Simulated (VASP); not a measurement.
A run of VASP 6.6.1 is set up as follows.

Contents of INCAR:

```
SYSTEM = Al2Cu
PREC     = Accurate       ! precision mode
ENCUT    = 520            ! plane-wave cutoff, eV
EDIFF    = 1E-6           ! SCF threshold, eV
ISMEAR   = 0              ! smearing method
SIGMA    = 0.1            ! smearing width, eV
LREAL    = .FALSE.        ! projectors in reciprocal space
LASPH    = .TRUE.         ! aspherical terms in the spheres
NELM     = 100            ! most SCF steps
ALGO     = Normal         ! electronic algorithm
ISIF     = 2              ! what is computed and relaxed
LWAVE    = .FALSE.        ! write WAVECAR
LCHARG   = .TRUE.         ! write CHGCAR
GGA      = PE             ! functional
LELF     = .TRUE.         ! ELF
LVHAR    = .TRUE.       
NBANDS   = 16             ! bands
```

KPOINTS

```
regular mesh
0
G
  10 10 14
  0 0 0
```

File POSCAR:

```
Al2Cu
1.0
    4.1210417178      0.0000000000      0.0000000000
    0.0000000000      4.1210417178      0.0000000000
    0.0000000000      0.0000000000      2.8848024041
Al Cu
2 1
Direct
    0.5000000000      0.0000000000      0.5000000000
    0.0000000000      0.5000000000      0.5000000000
    0.0000000000      0.0000000000      0.0000000000
```

Potentials or basis: VASP PAW PBE potentials, release 64 (Al, Cu).

Command:

```bash
$ cat potpaw_PBE.64/Al/POTCAR potpaw_PBE.64/Cu/POTCAR > POTCAR
$ mpirun -np 1 vasp_std > vasp.out
```

Predict the pressure.

0.2 GPa.
